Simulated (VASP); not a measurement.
# CdTe (zincblende type) (F-43m) in VASP: notebook

CdTe (zincblende type) is run at these levels: PBE; tasks: single point.

Everything below comes from runs of VASP 6.6.1. Logs are shortened: lines on timing, memory, paths and dates and some standing lists are left out, and cuts for length are marked.

**1. The cell of the first run**

Symmetry: F-43m, No. 216, cubic system. The conventional cell has a = 6.616 Å, b = 6.616 Å, c = 6.616 Å, α = 90.00°, β = 90.00°, γ = 90.00°. Within 3.8 Å of Cd (site symmetry -43m) lie 4 Te at 2.86 Å. Te (site symmetry -43m) has 4 Cd at 2.86 Å within 3.8 Å.

**2. Single point, PBE**

The input, INCAR:

```
SYSTEM = CdTe
PREC = Accurate
ENCUT = 520
EDIFF = 1E-7
ISMEAR = -1
SIGMA = 0.02
LREAL = .FALSE.
LASPH = .TRUE.
NELM = 60
ALGO = Normal
ISIF = 2
LWAVE = .FALSE.
LCHARG = .FALSE.
GGA = PE
NBANDS = 26
```

The input, KPOINTS:

```
regular mesh
0
G
  6 4 6
  0 0 0
```

The input, POSCAR:

```
CdTe
1.0
   -3.3078829555      3.3078829555      0.0000000000
    0.0000000000      0.0000000000      6.6157659109
    3.3078829555      3.3078829555      0.0000000000
Cd Te
2 2
Direct
    0.0000000000      0.0000000000      0.0000000000
    0.5000000000      0.5000000000      0.5000000000
    0.0000000000      0.2500000000      0.5000000000
    0.5000000000      0.7500000000      0.0000000000
```

Potentials or basis: VASP PAW PBE potentials, release 64 (Cd, Te).

The run is started by

```
$ cat potpaw_PBE.64/Cd/POTCAR potpaw_PBE.64/Te/POTCAR > POTCAR
$ mpirun -np 1 vasp_std > vasp.out
```

OUTCAR:

```text
SYSTEM = CdTe
   PREC = Accurate
   ENCUT = 520
   EDIFF = 1E-7
   ISMEAR = -1
   LREAL = .FALSE.
   LASPH = .TRUE.
   NELM = 60
   ISIF = 2
   GGA = PE

 ion  position               nearest neighbor table
   1  0.000  0.000  0.000-   3 2.86   4 2.86   3 2.86   4 2.86
   2  0.500  0.500  0.500-   3 2.86   4 2.86   4 2.86   3 2.86
   3  0.000  0.250  0.500-   1 2.86   2 2.86   1 2.86   2 2.86
   4  0.500  0.750  0.000-   1 2.86   2 2.86   2 2.86   1 2.86

  LATTYP: Found a simple tetragonal cell.
 ALAT       =     4.6780529384
 C/A-ratio  =     1.4142135624

  Lattice vectors:

 A1 = (   3.3078829555,  -3.3078829555,   0.0000000000)
 A2 = (   3.3078829555,   3.3078829555,   0.0000000000)
 A3 = (   0.0000000000,   0.0000000000,   6.6157659109)

Analysis of symmetry for initial positions (statically):
=====================================================================
 Subroutine PRICEL returns following result:

  LATTYP: Found a face centered cubic cell.
 ALAT       =     6.6157659110

  Lattice vectors:

 A1 = (   3.3078829555,   0.0000000000,   3.3078829555)
 A2 = (   3.3078829555,   3.3078829555,   0.0000000000)
 A3 = (   0.0000000000,   3.3078829555,   3.3078829555)

   2 primitive cells build up your supercell.

 Routine SETGRP: Setting up the symmetry group for a
 simple tetragonal supercell.

 Subroutine GETGRP returns: Found  8 space group operations
 (whereof  8 operations were pure point group operations)
 out of a pool of 16 trial point group operations.

The static configuration has the point symmetry D_2d.

Analysis of symmetry for dynamics (positions and initial velocities):
=====================================================================
 Subroutine PRICEL returns following result:

  LATTYP: Found a face centered cubic cell.
 ALAT       =     6.6157659110

  Lattice vectors:

 A1 = (   3.3078829555,   0.0000000000,   3.3078829555)
 A2 = (   3.3078829555,   3.3078829555,   0.0000000000)
 A3 = (   0.0000000000,   3.3078829555,   3.3078829555)

   2 primitive cells build up your supercell.

 Routine SETGRP: Setting up the symmetry group for a
 simple tetragonal supercell.

 Subroutine GETGRP returns: Found  8 space group operations
 (whereof  8 operations were pure point group operations)
 out of a pool of 16 trial point group operations.

The dynamic configuration has the point symmetry D_2d.

 Subroutine INISYM returns: Found  8 space group operations
 (whereof  8 operations are pure point group operations),
 and found     2 'primitive' translations

----------------------------------------------------------------------------------------

                                     Primitive cell

  volume of cell :      72.3903

  direct lattice vectors                    reciprocal lattice vectors
     3.307882956  0.000000000  3.307882955     0.151154079 -0.151154079  0.151154079
     3.307882956  3.307882956  0.000000000     0.151154079  0.151154079 -0.151154079
     0.000000000  3.307882956  3.307882955    -0.151154079  0.151154079  0.151154079

  length of vectors
     4.678052938  4.678052938  4.678052938     0.261806544  0.261806544  0.261806544

  position of ions in fractional coordinates (direct lattice)
     0.000000000  0.000000000  0.000000000
     0.250000000  0.250000000  0.250000000

  ion indices of the primitive-cell ions
   primitive index   ion index
                 1           1
                 2           3

----------------------------------------------------------------------------------------

 KPOINTS: regular mesh

Automatic generation of k-mesh.
 Grid dimensions read from file:
 generate k-points for:    6    4    6

 Generating k-lattice:

  Cartesian coordinates                     Fractional coordinates (reciprocal lattice)
    -0.025192346  0.025192346  0.000000000     0.166666667  0.000000000  0.000000000
     0.000000000  0.000000000  0.037788520     0.000000000  0.250000000  0.000000000
     0.025192346  0.025192346  0.000000000     0.000000000  0.000000000  0.166666667

  Length of vectors
     0.035627358  0.037788520  0.035627358

  Shift w.r.t. Gamma in fractional coordinates (k-lattice)
     0.000000000  0.000000000  0.000000000

 Subroutine IBZKPT returns following result:
 ===========================================

 Found     30 irreducible k-points:

 Following reciprocal coordinates:
            Coordinates               Weight
  0.000000  0.000000  0.000000      1.000000
  0.166667  0.000000  0.000000      4.000000
  0.333333  0.000000  0.000000      4.000000
  0.500000  0.000000  0.000000      2.000000
  0.000000  0.250000  0.000000      2.000000
  0.166667  0.250000  0.000000      8.000000
[... 16 lines left out ...]
  0.500000  0.000000  0.333333      4.000000
  0.333333  0.250000  0.333333      8.000000
 [... further k-points ...]
   k-points           NKPTS =     30   k-points in BZ     NKDIM =     30   number of bands    NBANDS=     26
   number of dos      NEDOS =    301   number of ions     NIONS =      4
   total plane-waves  NPLWV =  64800
   dimension x,y,z NGX =    36 NGY =   50 NGZ =   36
   dimension x,y,z NGXF=    72 NGYF=  100 NGZF=   72
   ions per type =               2   2
   NGX,Y,Z   is equivalent  to a cutoff of  12.79, 12.56, 12.79 a.u.
   NGXF,Y,Z  is equivalent  to a cutoff of  25.59, 25.13, 25.59 a.u.
 SYSTEM =  CdTe
   PREC   = accura    normal or accurate (medium, high low for compatibility)
   ISTART =      0    job   : 0-new  1-cont  2-samecut
   ICHARG =      2    charge: 1-file 2-atom 10-const
   ISPIN  =      1    spin polarized calculation?
   LNONCOLLINEAR =      F non collinear calculations
   LSORBIT =      F    spin-orbit coupling
   LASPH  =      T    aspherical Exc in radial PAW
   ENCUT  =  520.0 eV  38.22 Ry    6.18 a.u.   8.70 12.30  8.70*2*pi/ulx,y,z
   NELM   =     60;   NELMIN=  2; NELMDL= -5     # of ELM steps
   EDIFF  = 0.1E-06   stopping-criterion for ELM
   LREAL  =      F    real-space projection
   EDIFFG = 0.1E-05   stopping-criterion for IOM
   NSW    =      0    number of steps for IOM
   IBRION =     -1    ionic relax: 0-MD 1-quasi-New 2-CG
   NFREE  =      0    steps in history (QN), initial steepest desc. (CG)
   ISIF   =      2    stress and relaxation
   ISYM   =      2    0-nonsym 1-usesym 2-fastsym
   POTIM  = 0.5000    time-step for ionic-motion
   TEBEG  =    0.0;   TEEND  =   0.0 temperature during run
   PSTRESS=    0.0 pullay stress
   NELECT =      36.0000    total number of electrons
   NUPDOWN=      -1.0000    fix difference up-down
   EMIN   =  10.00;   EMAX   =-10.00  energy-range for DOS
   EFERMI =   0.00;   METHOD = LEGACY
   ISMEAR =    -1;   SIGMA  =   0.02  broadening in eV -4-tet -1-fermi 0-gaus
   EFERMI_NEDOS =   21; number of points for ismear=-14 and -15
   IALGO  =     38    algorithm
   IMIX   =      4    mixing-type and parameters
     AMIX     =   0.40;   BMIX     =  1.00
     AMIX_MAG =   1.60;   BMIX_MAG =  1.00
  volume/ion in A,a.u.               =      36.20       244.26
  Fermi-wavevector in a.u.,A,eV,Ry     =   1.029451  1.945380 14.419028  1.059769
  Thomas-Fermi vector in A             =   2.163499
   LORBIT       =      0    0 simple, 1 ext, 2 COOP (PROOUT), +10 PAW based schemes
   GGA     = PE    functional components
   LHFCALC =     F    Hartree Fock is set to
   AEXX    =    0.0000 exact exchange contribution
   IVDW    =     0    specifies the selected vdW correction
   LEPSILON=     F    determine dielectric tensor
   LRPA    =     F    only Hartree local field effects (RPA)
 non-spin polarized calculation
  energy-cutoff  :      520.00
  volume of cell :      144.78
 maximum number of plane-waves:      3928
 NGX is ok and might be reduce to    36
   NGX = 17   NGY = 25   NGZ = 17

 number of electron      36.0000018 magnetization

 Free energy of the ion-electron system (eV)
  ---------------------------------------------------
  ext. energy  EPLUGINS =         0.00000000
  ---------------------------------------------------
  free energy    TOTEN  =        -9.62095026 eV

  energy without entropy =       -9.62095025  energy(sigma->0) =       -9.62095025

 E-fermi :   2.1117     XC(G=0):  -8.3132

 val. band max:        1.8079142421   @ k =   0.0000   0.0000   0.0000
 cond. band min:       2.3930398059   @ k =   0.0000   0.0000   0.0000
 fundamental gap:      0.5851255638
 Fermi energy:         2.1117247860

 k-point     1 :       0.0000    0.0000    0.0000
  band No.  band energies     occupation
      1      -9.0314      2.00000
      2      -8.5869      2.00000
      3      -6.2867      2.00000
      4      -6.2867      2.00000
      5      -6.2867      2.00000
      6      -6.1520      2.00000
[... 18 lines left out ...]
     25       9.1847      0.00000
     26      10.3248      0.00000

 k-point     2 :       0.1667    0.0000    0.0000
  band No.  band energies     occupation
      1      -8.9721      2.00000
      2      -8.5893      2.00000
      3      -6.2778      2.00000
      4      -6.2715      2.00000
      5      -6.2387      2.00000
      6      -6.1779      2.00000
[... 18 lines left out ...]
     25       9.3935      0.00000
     26       9.7514      0.00000

 k-point     3 :       0.3333    0.0000    0.0000
  band No.  band energies     occupation
      1      -8.8316      2.00000
      2      -8.6137      2.00000
      3      -6.2536      2.00000
      4      -6.2412      2.00000
      5      -6.2013      2.00000
      6      -6.1866      2.00000
[... 18 lines left out ...]
     25       8.5478      0.00000
     26       8.6541      0.00000

 k-point     4 :       0.5000    0.0000    0.0000
  band No.  band energies     occupation
      1      -8.6930      2.00000
      2      -8.6930      2.00000
      3      -6.2206      2.00000
      4      -6.2206      2.00000
      5      -6.2181      2.00000
      6      -6.2181      2.00000
[... 18 lines left out ...]
     25       7.6128      0.00000
     26       7.6128      0.00000

 k-point     5 :       0.0000    0.2500    0.0000
  band No.  band energies     occupation
      1      -8.9645      2.00000
      2      -8.6486      2.00000
      3      -6.2686      2.00000
      4      -6.2686      2.00000
      5      -6.2422      2.00000
      6      -6.1734      2.00000
[... 18 lines left out ...]
     25       9.4004      0.00000
     26       9.4730      0.00000

 k-point     6 :       0.1667    0.2500    0.0000
  band No.  band energies     occupation
      1      -8.9139      2.00000
      2      -8.6423      2.00000
      3      -6.2667      2.00000
      4      -6.2633      2.00000
      5      -6.1939      2.00000
      6      -6.1818      2.00000
[... 427 lines left out ...]
 k-point    21 :       0.5000    0.5000    0.1667
  band No.  band energies     occupation
      1      -8.6650      2.00000
      2      -8.6650      2.00000
      3      -6.2236      2.00000
      4      -6.2236      2.00000
      5      -6.2183      2.00000
      6      -6.2183      2.00000
[... 18 lines left out ...]
     25       8.7668      0.00000
     26       8.7668      0.00000

 k-point    22 :       0.3333    0.0000    0.3333
  band No.  band energies     occupation
      1      -8.6933      2.00000
      2      -8.5879      2.00000
      3      -6.1882      2.00000
      4      -6.1881      2.00000
      5      -6.1779      2.00000
      6      -6.1750      2.00000
[... 18 lines left out ...]
     25       8.9920      0.00000
     26       9.1358      0.00000

 k-point    23 :       0.5000    0.0000    0.3333
  band No.  band energies     occupation
      1      -8.6132      2.00000
      2      -8.6132      2.00000
      3      -6.1728      2.00000
      4      -6.1728      2.00000
      5      -6.1703      2.00000
      6      -6.1703      2.00000
[... 18 lines left out ...]
     25      10.0165      0.00000
     26      10.0165      0.00000

 k-point    24 :       0.3333    0.2500    0.3333
  band No.  band energies     occupation
      1      -8.6774      2.00000
      2      -8.6030      2.00000
      3      -6.2036      2.00000
      4      -6.1968      2.00000
      5      -6.1958      2.00000
      6      -6.1792      2.00000
[... 18 lines left out ...]
     25       8.9545      0.00000
     26       9.0888      0.00000

 [... further k-points ...]
[... 5 lines left out ...]
  --------------------------------------------------------------------------------------
  -------------------------------------------------------------------------------------
  Total        0.1356183      0.1356183      0.1116014      0.0000000     -0.0000000     -0.0000000
  in kB        1.5007847      1.5007847      1.2350086      0.0000000     -0.0000000     -0.0000000
  external PRESSURE =       1.4121927 kB  Pullay stress =       0.0000000 kB

 VOLUME and BASIS-vectors are now :
 -----------------------------------------------------------------------------
  energy-cutoff  :      520.00
  volume of cell :      144.78
      direct lattice vectors                 reciprocal lattice vectors
    -3.307882956  3.307882956  0.000000000    -0.151154079  0.151154079  0.000000000
     0.000000000  0.000000000  6.615765911     0.000000000  0.000000000  0.151154079
     3.307882956  3.307882956  0.000000000     0.151154079  0.151154079  0.000000000

 POSITION                                       TOTAL-FORCE (eV/Angst)
 -----------------------------------------------------------------------------------
      0.00000      0.00000      0.00000         0.000000      0.000000     -0.000000
      0.00000      3.30788      3.30788        -0.000000     -0.000000     -0.000000
      1.65394      1.65394      1.65394        -0.000000     -0.000000      0.000000
     -1.65394      1.65394      4.96182         0.000000     -0.000000      0.000000
 -----------------------------------------------------------------------------------
    total drift:                                0.000000      0.000000      0.000000

  FREE ENERGIE OF THE ION-ELECTRON SYSTEM (eV)
  ---------------------------------------------------
  free  energy   TOTEN  =        -9.6209502558 eV

  energy  without entropy=       -9.6209502490  energy(sigma->0) =       -9.62095025
```

Run time: 34 s. Hardware: 1 thread of Intel Xeon 6975P-C (Granite Rapids), shared host; peak memory 0.29 GiB.

What came out:

| Quantity | Value |
| --- | --- |
| Free energy | -9.6210 eV |
| Pressure | 0.1 GPa |
| Band gap on the k mesh | 0.59 eV |

Levels at points of the mesh, in eV from the valence-band top:
```csv
k point,band 14,band 15,band 16,band 17,band 18,band 19,band 20,band 21,band 22,band 23
"(0.00, 0.00, 0.00)",-1.66,-1.66,0.00,0.00,0.00,0.59,2.67,2.74,4.64,4.64
"(0.50, 0.00, 0.00)",-3.48,-1.92,-1.92,-0.72,-0.72,3.01,3.01,5.19,5.19,5.56
"(0.00, 0.50, 0.00)",-2.55,-0.96,-0.96,-0.96,-0.96,2.82,2.82,3.38,3.38,6.36
"(0.50, 0.50, 0.00)",-4.09,-0.69,-0.69,-0.69,-0.69,1.75,1.75,5.21,5.21,5.21
"(0.50, 0.00, 0.50)",-4.02,-1.66,-1.66,-1.66,-1.66,2.67,2.67,2.74,2.74,8.52
"(0.50, 0.50, 0.50)",-3.90,-2.09,-2.09,-1.95,-1.95,4.04,4.04,4.70,4.70,5.48
```

Caveat: spin-orbit coupling is left out, which moves the levels of the heavy elements. PBE gaps usually lie below the measured ones, often by a third to a half.

**3. Single point, PBE**

The input, INCAR:

```
ALGO     = Normal         # electronic algorithm
EDIFF    = 1E-6           # SCF threshold, eV
ENCUT    = 520            # plane-wave cutoff, eV
GGA      = PE             # functional
ISIF     = 2              # what is computed and relaxed
ISMEAR   = -1             # smearing method
LASPH    = True           # aspherical terms in the spheres
LCHARG   = False          # write CHGCAR
LREAL    = False          # projectors in reciprocal space
LWAVE    = False          # write WAVECAR
NBANDS   = 26             # bands
NELM     = 80             # most SCF steps
PREC     = Accurate       # precision mode
SIGMA    = 0.02           # smearing width, eV
```

The input, KPOINTS:

```
k-points
0
Gamma
  6 4 6
```

POSCAR is that of step 2.

Potentials or basis: VASP PAW PBE potentials, release 64 (Cd, Te).

The run is started by

```
$ cat potpaw_PBE.64/Cd/POTCAR potpaw_PBE.64/Te/POTCAR > POTCAR
$ mpirun -np 1 vasp_std > vasp.out
```

It took 38 s on 1 thread of Intel Xeon 6975P-C (Granite Rapids), shared host; peak memory 0.29 GiB.

Results (log left out):

```yaml
Free_energy: -9.6210 eV
Pressure: 0.1 GPa
Band_gap_on_the_k_mesh: 0.59 eV
```

Levels at points of the mesh, in eV from the valence-band top:
```csv
k point,band 14,band 15,band 16,band 17,band 18,band 19,band 20,band 21,band 22,band 23
"(0.00, 0.00, 0.00)",-1.66,-1.66,0.00,0.00,0.00,0.59,2.67,2.74,4.64,4.64
"(0.50, 0.00, 0.00)",-3.48,-1.92,-1.92,-0.72,-0.72,3.01,3.01,5.19,5.19,5.56
"(0.00, 0.50, 0.00)",-2.55,-0.96,-0.96,-0.96,-0.96,2.82,2.82,3.38,3.38,6.36
"(0.50, 0.50, 0.00)",-4.09,-0.69,-0.69,-0.69,-0.69,1.75,1.75,5.21,5.21,5.21
"(0.50, 0.00, 0.50)",-4.02,-1.66,-1.66,-1.66,-1.66,2.67,2.67,2.74,2.74,8.52
"(0.50, 0.50, 0.50)",-3.90,-2.09,-2.09,-1.95,-1.95,4.04,4.04,4.70,4.70,5.48
```

Caveat: spin-orbit coupling is left out, which moves the levels of the heavy elements. PBE gaps usually lie below the measured ones, often by a third to a half.
